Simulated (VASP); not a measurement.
# TiC (Fm-3m) in VASP: settings compared

Aim: see how the results for TiC move with the level of theory and the settings. Levels: RPBE+D3(BJ), PBE, revPBE+D3(BJ), LDA, PBEsol. Tasks: relaxation of cell and atoms, single point.

Everything below comes from runs of VASP 6.6.1. Logs are shortened: lines on timing, memory, paths and dates and some standing lists are left out, and cuts for length are marked.

**1. The cell of the first run**

The structure is cubic, space group Fm-3m (No. 225). Conventional cell: a = 4.331 Å, b = 4.331 Å, c = 4.331 Å, α = 90.00°, β = 90.00°, γ = 90.00°. Within 2.9 Å of Ti (site symmetry m-3m) lie 6 C at 2.17 Å. Within 2.9 Å of C (site symmetry m-3m) lie 6 Ti at 2.17 Å.

**2. Relaxation of cell and atoms, RPBE+D3(BJ)**

File INCAR:

```
PREC = Accurate
ENCUT = 600
EDIFF = 1E-6
ISMEAR = -1
SIGMA = 0.05
LREAL = F
LASPH = T
NELM = 80
ALGO = Normal
ISIF = 3
LWAVE = F
LCHARG = F
GGA = RP
IVDW = 12
IBRION = 2
NSW = 80
EDIFFG = -0.01
```

File KPOINTS:

```
regular mesh
0
Gamma
  11 11 11
```

File POSCAR:

```
TiC
1.0
    0.0000000000      2.1657188437      2.1657188437
    2.1657188437      0.0000000000      2.1657188437
    2.1657188437      2.1657188437      0.0000000000
Ti C
1 1
Direct
    0.0000000000      0.0000000000      0.0000000000
    0.5000000000      0.5000000000      0.5000000000
```

Potentials or basis: VASP PAW PBE potentials, release 64 (Ti_sv, C).

On the command line:

```console
> cat potpaw_PBE.64/Ti_sv/POTCAR potpaw_PBE.64/C/POTCAR > POTCAR
> mpirun -np 1 vasp_std > vasp.out
```

OUTCAR:

```text
PREC = Accurate
   ENCUT = 600
   EDIFF = 1E-6
   ISMEAR = -1
   LREAL = F
   LASPH = T
   NELM = 80
   ISIF = 3
   GGA = RP
   IVDW = 12
   IBRION = 2
   NSW = 80
   EDIFFG = -0.01
 IVDW          = 12

 ion  position               nearest neighbor table
   1  0.000  0.000  0.000-   2 2.17   2 2.17   2 2.17   2 2.17   2 2.17   2 2.17
   2  0.500  0.500  0.500-   1 2.17   1 2.17   1 2.17   1 2.17   1 2.17   1 2.17

  LATTYP: Found a face centered cubic cell.
 ALAT       =     4.3314376874

  Lattice vectors:

 A1 = (   0.0000000000,   2.1657188437,   2.1657188437)
 A2 = (   2.1657188437,   0.0000000000,   2.1657188437)
 A3 = (   2.1657188437,   2.1657188437,   0.0000000000)

Analysis of symmetry for initial positions (statically):
=====================================================================
 Subroutine PRICEL returns:
 Original cell was already a primitive cell.

 Routine SETGRP: Setting up the symmetry group for a
 face centered cubic supercell.

 Subroutine GETGRP returns: Found 48 space group operations
[... 9 lines left out ...]

 Routine SETGRP: Setting up the symmetry group for a
 face centered cubic supercell.

 Subroutine GETGRP returns: Found 48 space group operations
[... 11 lines left out ...]
                                     Primitive cell

  volume of cell :      20.3159

  direct lattice vectors                    reciprocal lattice vectors
     0.000000000  2.165718844  2.165718844    -0.230870227  0.230870227  0.230870227
     2.165718844  0.000000000  2.165718844     0.230870227 -0.230870227  0.230870227
     2.165718844  2.165718844  0.000000000     0.230870227  0.230870227 -0.230870227

  length of vectors
     3.062788961  3.062788961  3.062788961     0.399878962  0.399878962  0.399878962

  position of ions in fractional coordinates (direct lattice)
[... 8 lines left out ...]
----------------------------------------------------------------------------------------

 KPOINTS: regular mesh

Automatic generation of k-mesh.
 Grid dimensions read from file:
 generate k-points for:   11   11   11

 Generating k-lattice:

  Cartesian coordinates                     Fractional coordinates (reciprocal lattice)
    -0.020988202  0.020988202  0.020988202     0.090909091  0.000000000  0.000000000
     0.020988202 -0.020988202  0.020988202     0.000000000  0.090909091  0.000000000
     0.020988202  0.020988202 -0.020988202     0.000000000  0.000000000  0.090909091

  Length of vectors
     0.036352633  0.036352633  0.036352633

  Shift w.r.t. Gamma in fractional coordinates (k-lattice)
     0.000000000  0.000000000  0.000000000

 Subroutine IBZKPT returns following result:
 ===========================================

 Found     56 irreducible k-points:

[... 36 lines left out ...]
   PREC   = accura    normal or accurate (medium, high low for compatibility)
   ISTART =      0    job   : 0-new  1-cont  2-samecut
   ICHARG =      2    charge: 1-file 2-atom 10-const
   ISPIN  =      1    spin polarized calculation?
   LNONCOLLINEAR =      F non collinear calculations
   LSORBIT =      F    spin-orbit coupling
   LASPH  =      T    aspherical Exc in radial PAW
   ENCUT  =  600.0 eV  44.10 Ry    6.64 a.u.   6.12  6.12  6.12*2*pi/ulx,y,z
   NELM   =     80;   NELMIN=  2; NELMDL= -5     # of ELM steps
   EDIFF  = 0.1E-05   stopping-criterion for ELM
   LREAL  =      F    real-space projection
   EDIFFG = -.1E-01   stopping-criterion for IOM
   NSW    =     80    number of steps for IOM
   IBRION =      2    ionic relax: 0-MD 1-quasi-New 2-CG
   NFREE  =      1    steps in history (QN), initial steepest desc. (CG)
   ISIF   =      3    stress and relaxation
   ISYM   =      2    0-nonsym 1-usesym 2-fastsym
   POTIM  = 0.5000    time-step for ionic-motion
   TEBEG  =    0.0;   TEEND  =   0.0 temperature during run
   PSTRESS=    0.0 pullay stress
   NELECT =      16.0000    total number of electrons
   NUPDOWN=      -1.0000    fix difference up-down
   EMIN   =  10.00;   EMAX   =-10.00  energy-range for DOS
   EFERMI =   0.00;   METHOD = LEGACY
   ISMEAR =    -1;   SIGMA  =   0.05  broadening in eV -4-tet -1-fermi 0-gaus
   EFERMI_NEDOS =   21; number of points for ismear=-14 and -15
   IALGO  =     38    algorithm
   IMIX   =      4    mixing-type and parameters
     AMIX     =   0.40;   BMIX     =  1.00
     AMIX_MAG =   1.60;   BMIX_MAG =  1.00
  volume/ion in A,a.u.               =      10.16        68.55
  Fermi-wavevector in a.u.,A,eV,Ry     =   1.511829  2.856943 31.097854  2.285628
  Thomas-Fermi vector in A             =   2.621834
   LORBIT       =      0    0 simple, 1 ext, 2 COOP (PROOUT), +10 PAW based schemes
   GGA     = RP    functional components
   LHFCALC =     F    Hartree Fock is set to
   AEXX    =    0.0000 exact exchange contribution
   IVDW    =    12    specifies the selected vdW correction
   LEPSILON=     F    determine dielectric tensor
   LRPA    =     F    only Hartree local field effects (RPA)
 conjugate gradient relaxation of ions
 non-spin polarized calculation
  energy-cutoff  :      600.00
  volume of cell :       20.32
 maximum number of plane-waves:       690
   NGX = 13   NGY = 13   NGZ = 13

--------------------------------------- Ionic step        1  -------------------------------------------

 number of electron      16.0000000 magnetization

 Free energy of the ion-electron system (eV)
  ---------------------------------------------------
  ext. energy  EPLUGINS =         0.00000000
  ---------------------------------------------------
  free energy    TOTEN  =       -17.80052410 eV

  energy without entropy =      -17.79818063  energy(sigma->0) =      -17.79935236

 E-fermi :   9.5952     XC(G=0): -12.6024

 val. band max:        9.4487915792   @ k =   0.4545   0.4545   0.0000
 cond. band min:       9.6853937847   @ k =   0.0909   0.0000   0.0000
 fundamental gap:      0.2366022055
 Fermi energy:         9.5952201667

 k-point     1 :       0.0000    0.0000    0.0000
  band No.  band energies     occupation
      1     -47.2052      2.00000
      2     -23.1602      2.00000
      3     -23.1602      2.00000
      4     -23.1602      2.00000
      5      -2.9344      2.00000
      6      10.2398      0.00001
      7      10.2398      0.00001
      8      10.2398      0.00001
      9      11.2062      0.00000
     10      11.2062      0.00000
     11      11.2062      0.00000
     12      11.2345      0.00000
[... 584 lines left out ...]
--------------------------------------- Ionic step        7  -------------------------------------------

 number of electron      16.0000000 magnetization

 Free energy of the ion-electron system (eV)
  ---------------------------------------------------
  ext. energy  EPLUGINS =         0.00000000
  ---------------------------------------------------
  free energy    TOTEN  =       -17.39761016 eV

  energy without entropy =      -17.39482602  energy(sigma->0) =      -17.39621809

 E-fermi :  11.2856     XC(G=0): -13.3270

 val. band max:       11.2469318485   @ k =   0.4545   0.4545   0.0000
 cond. band min:      11.3322255278   @ k =   0.0909   0.0000   0.0000
 fundamental gap:      0.0852936793
 Fermi energy:        11.2856444241

 k-point     1 :       0.0000    0.0000    0.0000
  band No.  band energies     occupation
      1     -45.1420      2.00000
      2     -21.0023      2.00000
      3     -21.0023      2.00000
      4     -21.0023      2.00000
      5      -1.8901      2.00000
      6      11.9403      0.00000
      7      11.9403      0.00000
      8      11.9403      0.00000
      9      13.0560      0.00000
     10      13.0560      0.00000
     11      13.0560      0.00000
     12      13.1997      0.00000
[... 378 lines left out ...]
  FREE ENERGIE OF THE ION-ELECTRON SYSTEM (eV)
  ---------------------------------------------------
  free  energy   TOTEN  =       -22.6670376673 eV

  energy  without entropy=      -22.6642535190  energy(sigma->0) =      -22.66564559

 reached required accuracy - stopping structural energy minimisation
```

OSZICAR:

```text
N       E                     dE             d eps       ncg     rms          rms(c)
DAV:   1     0.129180172996E+03    0.12918E+03   -0.92650E+03  1344   0.177E+03
DAV:   2    -0.122577000818E+02   -0.14144E+03   -0.13487E+03  1396   0.403E+02
DAV:   3    -0.227793500483E+02   -0.10522E+02   -0.10131E+02  1816   0.103E+02
[... 75 lines left out ...]
DAV:   3    -0.173975888658E+02    0.68758E-04   -0.29913E-04  1572   0.189E-01    0.247E-02
DAV:   4    -0.173975941654E+02   -0.52995E-05   -0.10866E-04  1532   0.103E-01    0.145E-02
DAV:   5    -0.173976069699E+02   -0.12805E-04   -0.16941E-05  1576   0.404E-02    0.331E-03
DAV:   6    -0.173976095571E+02   -0.25872E-05   -0.77364E-06  1596   0.160E-02    0.379E-03
DAV:   7    -0.173976101644E+02   -0.60732E-06   -0.14045E-06  1292   0.126E-02
   7 F= -.22667038E+02 E0= -.22665646E+02  d E =-.203222E-04
```

It took 91 s on 1 thread of AMD EPYC 7R43 (Zen 3), shared host; peak memory 0.14 GiB.

What came out:

| Quantity | Value |
| --- | --- |
| Free energy | -22.6670 eV |
| Relaxed volume | 8.87 Å³/atom |
| Relaxed cell | a = 2.928 Å, b = 2.928 Å, c = 2.928 Å, α = 60.00°, β = 60.00°, γ = 60.00° |
| Space group after relaxing (to 0.05 Å) | Fm-3m (No. 225) |
| Energy gained by relaxing | 159.0 meV/atom |
| Ionic steps | 7 |
| Pressure after relaxing | 0.0 GPa |
| Band gap on the k mesh | zero (band 8 reaches 11.94 eV, above the bottom of band 9 at 10.77 eV) |
| Dispersion energy per atom | -2.635 eV |

Step by step:
| step | energy change (eV) | largest force (eV/Å) | pressure (GPa) | volume (Å³) |
| --- | --- | --- | --- | --- |
| 1 | 0.0000 | 0.0000 | -35.48 | 20.32 |
| 2 | 0.6159 | 0.0000 | 105.26 | 14.39 |
| 3 | -0.3166 | 0.0000 | -2.75 | 17.89 |
| 4 | -0.3179 | 0.0000 | -0.62 | 17.77 |
| 5 | -0.3179 | 0.0000 | 0.40 | 17.73 |
| 6 | -0.3179 | 0.0000 | -0.60 | 17.78 |
| 7 | -0.3179 | 0.0000 | 0.02 | 17.74 |

Final structure:
```
CELL_PARAMETERS angstrom
0.00000 2.07019 2.07019
2.07019 0.00000 2.07019
2.07019 2.07019 0.00000
ATOMIC_POSITIONS crystal
Ti 0.00000 0.00000 0.00000
C 0.50000 0.50000 0.50000
```

Caveat: the PAW data sets were made with another functional, which shifts forces and pressure a little; pairwise dispersion overbinds metals, which lowers pressure and volume.

**3. Relaxation of cell and atoms, PBE**

File INCAR:

```
SYSTEM = TiC
ALGO = Normal ; EDIFF = 1E-6
EDIFFG = -0.005 ; ENCUT = 600
GGA = PE ; IBRION = 2
ISIF = 3 ; ISMEAR = -1
LASPH = .TRUE. ; LCHARG = .FALSE.
LREAL = .FALSE. ; LWAVE = .FALSE.
NELM = 60 ; NSW = 80
PREC = Accurate ; SIGMA = 0.05
```

File KPOINTS:

```
k-points
0
G
  11 11 11
  0 0 0
```

POSCAR is that of step 2.

Potentials or basis: VASP PAW PBE potentials, release 64 (Ti_sv, C).

On the command line:

```console
> cat potpaw_PBE.64/Ti_sv/POTCAR potpaw_PBE.64/C/POTCAR > POTCAR
> mpirun -np 1 vasp_std > vasp.out
```

Run time: 36 s. Hardware: 1 thread of AMD EPYC 7R43 (Zen 3), shared host; peak memory 0.12 GiB.

It converged, with:

| Item | Value |
| --- | --- |
| Free energy | -18.7110 eV |
| Relaxed volume | 10.17 Å³/atom |
| Relaxed cell | a = 3.064 Å, b = 3.064 Å, c = 3.064 Å, α = 60.00°, β = 60.00°, γ = 60.00° |
| Space group after relaxing (to 0.05 Å) | Fm-3m (No. 225) |
| Energy gained by relaxing | 0.0 meV/atom |
| Ionic steps | 3 |
| Pressure after relaxing | 0.0 GPa |
| Band gap on the k mesh | zero (band 8 reaches 10.09 eV, above the bottom of band 9 at 8.98 eV) |

Final structure:
```
Ti C
1.0
     0.00000    2.16686    2.16686
     2.16686    0.00000    2.16686
     2.16686    2.16686    0.00000
Ti C
1 1
Direct
  0.00000 0.00000 0.00000
  0.50000 0.50000 0.50000
```

Levels at points of the mesh, in eV from the Fermi level:
| k point | band 6 | band 7 | band 8 | band 9 | band 10 | band 11 |
| --- | --- | --- | --- | --- | --- | --- |
| (0.00, 0.00, 0.00) | 0.63 | 0.63 | 0.63 | 1.61 | 1.61 | 1.61 |

**4. Relaxation of cell and atoms, revPBE+D3(BJ)**

File INCAR:

```
ALGO = Normal
EDIFF = 1E-6
EDIFFG = -0.005
ENCUT = 600
GGA = RE
IBRION = 2
ISIF = 3
ISMEAR = -5
IVDW = 12
LASPH = T
LCHARG = F
LREAL = F
LWAVE = F
NELM = 100
NSW = 80
PREC = Accurate
SIGMA = 0.05
```

File KPOINTS:

```
k-points
0
Gamma
  11 11 11
```

POSCAR is that of step 3.

On the command line:

```console
> cat potpaw_PBE.64/Ti_sv/POTCAR potpaw_PBE.64/C/POTCAR > POTCAR
> mpirun -np 1 vasp_std > vasp.out
```

It took 54 s on 1 thread of AMD EPYC 7R43 (Zen 3), shared host; peak memory 0.13 GiB.

Results (log left out):

```yaml
Free_energy: -19.6976 eV
Relaxed_volume: 9.73 Å³/atom
Relaxed_cell: a = 3.020 Å, b = 3.020 Å, c = 3.020 Å, α = 60.00°, β = 60.00°, γ = 60.00°
Space_group_after_relaxing_to_0.05_Å: Fm-3m (No. 225)
Energy_gained_by_relaxing: 14.3 meV/atom
Ionic_steps: 4
Pressure_after_relaxing: 0.0 GPa
Band_gap_on_the_k_mesh: zero (band 8 reaches 10.73 eV, above the bottom of band 9 at 9.59 eV)
Dispersion_energy_per_atom: -0.891 eV
```

Step by step:
```
step  energy change (eV)  largest force (eV/Å)  pressure (GPa)  volume (Å³)
   1              0.0000                0.0000          -10.51        20.32
   2              0.0236                0.0000           16.56        18.42
   3             -0.0285                0.0000           -0.18        19.48
   4             -0.0285                0.0000           -0.01        19.47
```

Final structure:
```xyz
2
Lattice="0.0000 2.1352 2.1352 2.1352 0.0000 2.1352 2.1352 2.1352 0.0000" Properties=species:S:1:pos:R:3 pbc="T T T"
Ti    0.0000    0.0000    0.0000
C     2.1352    2.1352    2.1352
```

Levels at points of the mesh, in eV from the Fermi level:
```csv
k point,band 6,band 7,band 8,band 9,band 10,band 11
"(0.00, 0.00, 0.00)",0.68,0.68,0.68,1.69,1.69,1.69
```

Caveat: the PAW data sets were made with another functional, which shifts forces and pressure a little; pairwise dispersion overbinds metals, which lowers pressure and volume; tetrahedron occupations give inexact forces and stress in metals.

(Continued in part 2 of 3.)
